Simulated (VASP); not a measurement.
The system is TiTe2.

```xyz
3
Lattice="3.7770 0.0000 0.0000 -1.8885 3.2710 0.0000 0.0000 0.0000 6.4980" Properties=species:S:1:pos:R:3 pbc="T T T"
Ti    0.0000    0.0000    0.0000
Te    1.8885    1.0903    1.7077
Te    0.0000    2.1807    4.7903
```

* Program: VASP 6.6.1
* Task: relaxation of cell and atoms
* Functional: r2SCAN
* Potentials or basis: VASP PAW PBE potentials, release 64 (Ti_sv, Te)
* Cutoff: 600 eV
* k mesh: 10 × 10 × 5
* Occupations: fermi-dirac, width 0.1 eV
* Spin: no spin polarisation

At the start: pressure 1.1 GPa; volume 26.76 Å³/atom.

Problem. Where does the relaxation end?

Solution. Over 11 steps the energy falls by 9.5 meV/atom and the volume is 28.56 Å³/atom (+6.7 %); space group P-3m1 (No. 164, to 0.05 Å).

The path:
```csv
step,energy change (eV),largest force (eV/Å),pressure (GPa),volume (Å³)
1,0.0000,0.1716,1.10,80.28
2,-0.0088,0.3048,-0.37,82.43
3,-0.0088,0.3052,-0.36,82.45
4,-0.0170,0.1655,-0.15,83.01
5,-0.0202,0.0034,0.12,83.68
6,-0.0237,0.0116,-0.02,84.28
7,-0.0275,0.0336,-0.27,85.58
8,-0.0278,0.0422,-0.34,85.99
9,-0.0261,0.1270,0.77,85.03
10,-0.0285,0.0156,0.04,85.65
11,-0.0286,0.0002,0.02,85.68
```

Final structure:
```yaml
crystal:
  lattice:
    - [3.80959, 0.00000, 0.00000]
    - [-1.90479, 3.29920, 0.00000]
    - [0.00000, 0.00000, 6.81717]
  atoms:
    - { symbol: Ti, position: [0.00000, 0.00000, 0.00000] }
    - { symbol: Te, position: [0.66667, 0.33333, 0.24860] }
    - { symbol: Te, position: [0.33333, 0.66667, 0.75140] }
```

Caveat: the PAW data sets were made with another functional, which shifts forces and pressure a little.
